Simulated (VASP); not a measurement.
# GaN (r.bp) (F-43m) in VASP: single point with PBE

Aim: the single point of GaN (r.bp) with PBE.

All numbers are computed with VASP 6.6.1; they aren't measurements. Logs are shortened: lines on timing, memory, paths and dates and some standing lists are left out, and cuts for length are marked.

## 1. The cell of the first run

The structure is cubic, space group F-43m (No. 216). Conventional cell: a = 4.489 Å, b = 4.489 Å, c = 4.489 Å, α = 90.00°, β = 90.00°, γ = 90.00°. Ga (site symmetry -43m) has 4 N at 1.94 Å within 2.6 Å. Within 2.6 Å of N (site symmetry -43m) lie 4 Ga at 1.94 Å.

## 2. Single point, PBE

Contents of INCAR:

```
SYSTEM = GaN
ALGO = Normal
EDIFF = 1E-6
ENCUT = 600
GGA = PE
GGA_COMPAT = .FALSE.
ISIF = 2
ISMEAR = 0
LASPH = .TRUE.
LCHARG = .FALSE.
LREAL = .FALSE.
LWAVE = .FALSE.
NBANDS = 16
NELM = 120
PREC = Accurate
SIGMA = 0.02
```

Contents of KPOINTS:

```
k-points
0
G
  10 10 10
  0 0 0
```

Contents of POSCAR:

```
GaN
1.0
    0.0000000000      2.2443977324      2.2443977324
    2.2443977324      0.0000000000      2.2443977324
    2.2443977324      2.2443977324      0.0000000000
Ga N
1 1
Direct
    0.0000000000      0.0000000000      0.0000000000
    0.2500000000      0.2500000000      0.2500000000
```

Potentials or basis: VASP PAW PBE potentials, release 64 (Ga_d, N).

Started as:

```bash
> cat potpaw_PBE.64/Ga_d/POTCAR potpaw_PBE.64/N/POTCAR > POTCAR
> mpirun -np 1 vasp_std > vasp.out
```

OUTCAR:

```text
SYSTEM = GaN
   EDIFF = 1E-6
   ENCUT = 600
   GGA = PE
   ISIF = 2
   ISMEAR = 0
   LASPH = .TRUE.
   LREAL = .FALSE.
   NELM = 120
   PREC = Accurate

 ion  position               nearest neighbor table
   1  0.000  0.000  0.000-   2 1.94   2 1.94   2 1.94   2 1.94
   2  0.250  0.250  0.250-   1 1.94   1 1.94   1 1.94   1 1.94

  LATTYP: Found a face centered cubic cell.
 ALAT       =     4.4887954648

  Lattice vectors:

 A1 = (   0.0000000000,   2.2443977324,   2.2443977324)
 A2 = (   2.2443977324,   0.0000000000,   2.2443977324)
 A3 = (   2.2443977324,   2.2443977324,   0.0000000000)

Analysis of symmetry for initial positions (statically):
=====================================================================
 Subroutine PRICEL returns:
 Original cell was already a primitive cell.

 Routine SETGRP: Setting up the symmetry group for a
 face centered cubic supercell.

 Subroutine GETGRP returns: Found 24 space group operations
 (whereof 24 operations were pure point group operations)
 out of a pool of 48 trial point group operations.

The static configuration has the point symmetry T_d .

Analysis of symmetry for dynamics (positions and initial velocities):
=====================================================================
 Subroutine PRICEL returns:
 Original cell was already a primitive cell.

 Routine SETGRP: Setting up the symmetry group for a
 face centered cubic supercell.

 Subroutine GETGRP returns: Found 24 space group operations
 (whereof 24 operations were pure point group operations)
 out of a pool of 48 trial point group operations.

The dynamic configuration has the point symmetry T_d .

 Subroutine INISYM returns: Found 24 space group operations
 (whereof 24 operations are pure point group operations),
 and found     1 'primitive' translations

----------------------------------------------------------------------------------------

                                     Primitive cell

  volume of cell :      22.6115

  direct lattice vectors                    reciprocal lattice vectors
     0.000000000  2.244397732  2.244397732    -0.222776914  0.222776914  0.222776914
     2.244397732  0.000000000  2.244397732     0.222776914 -0.222776914  0.222776914
     2.244397732  2.244397732  0.000000000     0.222776914  0.222776914 -0.222776914

  length of vectors
     3.174057713  3.174057713  3.174057713     0.385860933  0.385860933  0.385860933

  position of ions in fractional coordinates (direct lattice)
     0.000000000  0.000000000  0.000000000
     0.250000000  0.250000000  0.250000000

  ion indices of the primitive-cell ions
   primitive index   ion index
                 1           1
                 2           2

----------------------------------------------------------------------------------------

 KPOINTS: k-points

Automatic generation of k-mesh.
 Grid dimensions read from file:
 generate k-points for:   10   10   10

 Generating k-lattice:

  Cartesian coordinates                     Fractional coordinates (reciprocal lattice)
    -0.022277691  0.022277691  0.022277691     0.100000000  0.000000000  0.000000000
     0.022277691 -0.022277691  0.022277691     0.000000000  0.100000000  0.000000000
     0.022277691  0.022277691 -0.022277691     0.000000000  0.000000000  0.100000000

  Length of vectors
     0.038586093  0.038586093  0.038586093

  Shift w.r.t. Gamma in fractional coordinates (k-lattice)
     0.000000000  0.000000000  0.000000000

 Subroutine IBZKPT returns following result:
 ===========================================

 Found     47 irreducible k-points:

 Following reciprocal coordinates:
            Coordinates               Weight
  0.000000  0.000000  0.000000      1.000000
  0.100000  0.000000  0.000000      8.000000
  0.200000  0.000000  0.000000      8.000000
  0.300000  0.000000  0.000000      8.000000
  0.400000  0.000000  0.000000      8.000000
  0.500000  0.000000  0.000000      4.000000
[... 16 lines left out ...]
  0.300000  0.300000  0.000000      6.000000
  0.400000  0.300000  0.000000     24.000000
 [... further k-points ...]
   k-points           NKPTS =     47   k-points in BZ     NKDIM =     47   number of bands    NBANDS=     16
   number of dos      NEDOS =    301   number of ions     NIONS =      2
   total plane-waves  NPLWV =  21952
   dimension x,y,z NGX =    28 NGY =   28 NGZ =   28
   dimension x,y,z NGXF=    56 NGYF=   56 NGZF=   56
   ions per type =               1   1
   NGX,Y,Z   is equivalent  to a cutoff of  14.67, 14.67, 14.67 a.u.
   NGXF,Y,Z  is equivalent  to a cutoff of  29.33, 29.33, 29.33 a.u.
 SYSTEM =  GaN
   PREC   = accura    normal or accurate (medium, high low for compatibility)
   ISTART =      0    job   : 0-new  1-cont  2-samecut
   ICHARG =      2    charge: 1-file 2-atom 10-const
   ISPIN  =      1    spin polarized calculation?
   LNONCOLLINEAR =      F non collinear calculations
   LSORBIT =      F    spin-orbit coupling
   LASPH  =      T    aspherical Exc in radial PAW
   ENCUT  =  600.0 eV  44.10 Ry    6.64 a.u.   6.34  6.34  6.34*2*pi/ulx,y,z
   NELM   =    120;   NELMIN=  2; NELMDL= -5     # of ELM steps
   EDIFF  = 0.1E-05   stopping-criterion for ELM
   LREAL  =      F    real-space projection
   EDIFFG = 0.1E-04   stopping-criterion for IOM
   NSW    =      0    number of steps for IOM
   IBRION =     -1    ionic relax: 0-MD 1-quasi-New 2-CG
   NFREE  =      0    steps in history (QN), initial steepest desc. (CG)
   ISIF   =      2    stress and relaxation
   ISYM   =      2    0-nonsym 1-usesym 2-fastsym
   POTIM  = 0.5000    time-step for ionic-motion
   TEBEG  =    0.0;   TEEND  =   0.0 temperature during run
   PSTRESS=    0.0 pullay stress
   NELECT =      18.0000    total number of electrons
   NUPDOWN=      -1.0000    fix difference up-down
   EMIN   =  10.00;   EMAX   =-10.00  energy-range for DOS
   EFERMI =   0.00;   METHOD = LEGACY
   ISMEAR =     0;   SIGMA  =   0.02  broadening in eV -4-tet -1-fermi 0-gaus
   EFERMI_NEDOS =   21; number of points for ismear=-14 and -15
   IALGO  =     38    algorithm
   IMIX   =      4    mixing-type and parameters
     AMIX     =   0.40;   BMIX     =  1.00
     AMIX_MAG =   1.60;   BMIX_MAG =  1.00
  volume/ion in A,a.u.               =      11.31        76.29
  Fermi-wavevector in a.u.,A,eV,Ry     =   1.517245  2.867178 31.321071  2.302034
  Thomas-Fermi vector in A             =   2.626527
   LORBIT       =      0    0 simple, 1 ext, 2 COOP (PROOUT), +10 PAW based schemes
   GGA     = PE    functional components
   LHFCALC =     F    Hartree Fock is set to
   AEXX    =    0.0000 exact exchange contribution
   IVDW    =     0    specifies the selected vdW correction
   LEPSILON=     F    determine dielectric tensor
   LRPA    =     F    only Hartree local field effects (RPA)
 non-spin polarized calculation
 Gauss-broadening in eV      SIGMA  =   0.02
  energy-cutoff  :      600.00
  volume of cell :       22.61
 maximum number of plane-waves:       769
 NGX is ok and might be reduce to    28
   NGX = 13   NGY = 13   NGZ = 13

 number of electron      18.0000004 magnetization

 Free energy of the ion-electron system (eV)
  ---------------------------------------------------
  ext. energy  EPLUGINS =         0.00000000
  ---------------------------------------------------
  free energy    TOTEN  =       -12.13374126 eV

  energy without entropy =      -12.13374126  energy(sigma->0) =      -12.13374126

 E-fermi :   5.5910     XC(G=0): -11.7322

 val. band max:        5.4141056226   @ k =   0.0000   0.0000   0.0000
 cond. band min:       7.2170422084   @ k =   0.0000   0.0000   0.0000
 fundamental gap:      1.8029365858
 Fermi energy:         5.5909534850

 k-point     1 :       0.0000    0.0000    0.0000
  band No.  band energies     occupation
      1     -10.6247      2.00000
      2      -8.0385      2.00000
      3      -8.0385      2.00000
      4      -8.0385      2.00000
      5      -7.7062      2.00000
      6      -7.7062      2.00000
[... 8 lines left out ...]
     15      24.3622      0.00000
     16      24.3622      0.00000

 k-point     2 :       0.1000    0.0000    0.0000
  band No.  band energies     occupation
      1     -10.5118      2.00000
      2      -8.0244      2.00000
      3      -8.0244      2.00000
      4      -8.0004      2.00000
      5      -7.7075      2.00000
      6      -7.7075      2.00000
[... 8 lines left out ...]
     15      23.0525      0.00000
     16      23.0813      0.00000

 k-point     3 :       0.2000    0.0000    0.0000
  band No.  band energies     occupation
      1     -10.2260      2.00000
      2      -7.9917      2.00000
      3      -7.9917      2.00000
      4      -7.8400      2.00000
      5      -7.7064      2.00000
      6      -7.7063      2.00000
[... 8 lines left out ...]
     15      22.2815      0.00000
     16      22.2815      0.00000

 k-point     4 :       0.3000    0.0000    0.0000
  band No.  band energies     occupation
      1      -9.9184      2.00000
      2      -7.9626      2.00000
      3      -7.9625      2.00000
      4      -7.6924      2.00000
      5      -7.6924      2.00000
      6      -7.4452      2.00000
[... 8 lines left out ...]
     15      22.7778      0.00000
     16      22.7778      0.00000
[... 324 lines left out ...]
 k-point    22 :      -0.2000    0.2000    0.0000
  band No.  band energies     occupation
      1      -9.8239      2.00000
      2      -7.9458      2.00000
      3      -7.9306      2.00000
      4      -7.7293      2.00000
      5      -7.7213      2.00000
      6      -7.2665      2.00000
[... 8 lines left out ...]
     15      22.9167      0.00000
     16      26.1269      0.00000

 k-point    23 :       0.3000    0.3000    0.0000
  band No.  band energies     occupation
      1      -9.7335      2.00000
      2      -7.8880      2.00000
      3      -7.8417      2.00000
      4      -7.8417      2.00000
      5      -7.6542      2.00000
      6      -7.2558      2.00000
[... 8 lines left out ...]
     15      27.5695      0.00000
     16      28.0813      0.00000

 k-point    24 :       0.4000    0.3000    0.0000
  band No.  band energies     occupation
      1      -9.6093      2.00000
      2      -7.9062      2.00000
      3      -7.8062      2.00000
      4      -7.8056      2.00000
      5      -7.6437      2.00000
      6      -6.7988      2.00000
[... 8 lines left out ...]
     15      27.9264      0.00000
     16      27.9747      0.00000

 [... further k-points ...]
[... 5 lines left out ...]
  --------------------------------------------------------------------------------------
  -------------------------------------------------------------------------------------
  Total        1.0362070      1.0362070      1.0362070      0.0000000      0.0000000      0.0000000
  in kB       73.4222438     73.4222438     73.4222438      0.0000000      0.0000000      0.0000000
  external PRESSURE =      73.4222438 kB  Pullay stress =       0.0000000 kB

 VOLUME and BASIS-vectors are now :
 -----------------------------------------------------------------------------
  energy-cutoff  :      600.00
  volume of cell :       22.61
      direct lattice vectors                 reciprocal lattice vectors
     0.000000000  2.244397732  2.244397732    -0.222776914  0.222776914  0.222776914
     2.244397732  0.000000000  2.244397732     0.222776914 -0.222776914  0.222776914
     2.244397732  2.244397732  0.000000000     0.222776914  0.222776914 -0.222776914

 POSITION                                       TOTAL-FORCE (eV/Angst)
 -----------------------------------------------------------------------------------
      0.00000      0.00000      0.00000         0.000000      0.000000      0.000000
      1.12220      1.12220      1.12220        -0.000000     -0.000000     -0.000000
 -----------------------------------------------------------------------------------
    total drift:                                0.000000      0.000000      0.000000

  FREE ENERGIE OF THE ION-ELECTRON SYSTEM (eV)
  ---------------------------------------------------
  free  energy   TOTEN  =       -12.1337412642 eV

  energy  without entropy=      -12.1337412642  energy(sigma->0) =      -12.13374126
```

Run time: 12 s. Hardware: 1 thread of Intel Xeon 6975P-C (Granite Rapids), shared host; peak memory 0.16 GiB.

Results:

```yaml
Free_energy: -12.1337 eV
Pressure: 7.3 GPa
Band_gap_on_the_k_mesh: 1.80 eV, direct
```

A hybrid or GW would open this gap; PBE tends to underestimate it.
